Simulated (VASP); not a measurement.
SrIrO3, 5 atoms in the cell. Symmetry: Pm-3m, No. 221, cubic system. Conventional cell: a = 3.998 Å, b = 3.998 Å, c = 3.998 Å, α = 90.00°, β = 90.00°, γ = 90.00°. Within 3.7 Å of Sr (site symmetry m-3m) lie 12 O at 2.83 Å and 8 Ir at 3.46 Å. Within 2.6 Å of Ir (site symmetry m-3m) lie 6 O at 2.00 Å. O (site symmetry 4/mmm) has 2 Ir at 2.00 Å within 2.6 Å. 

```yaml
Program: VASP 6.6.1
Task: single point
Functional: LDA
Potentials_or_basis: VASP PAW LDA potentials, release 64 (Sr_sv, Ir, O)
Cutoff: 600 eV
k_mesh: 6 × 6 × 6
Occupations: fermi-dirac, width 0.05 eV
Spin: no spin polarisation
Dipole_correction: no
Further_INCAR_settings: ALGO = Normal; EDIFF = 1e-06; NBANDS = 26
```

Potentials or basis: VASP PAW LDA potentials, release 64 (Sr_sv, Ir, O).

The run is started by

```console
$ cat potpaw_LDA.64/Sr_sv/POTCAR potpaw_LDA.64/Ir/POTCAR potpaw_LDA.64/O/POTCAR > POTCAR
$ mpirun -np 1 vasp_std > vasp.out
```

Hardware: 1 thread of Intel(R) Xeon(R) Platinum 8488C (Sapphire Rapids), on a shared host.

Task: How long does it take, and how much memory?

Result: Run time: 15 s on 1 thread of Intel(R) Xeon(R) Platinum 8488C (Sapphire Rapids), on a shared host, peak memory 0.18 GiB. Counts: scf iterations 13, k points 20.
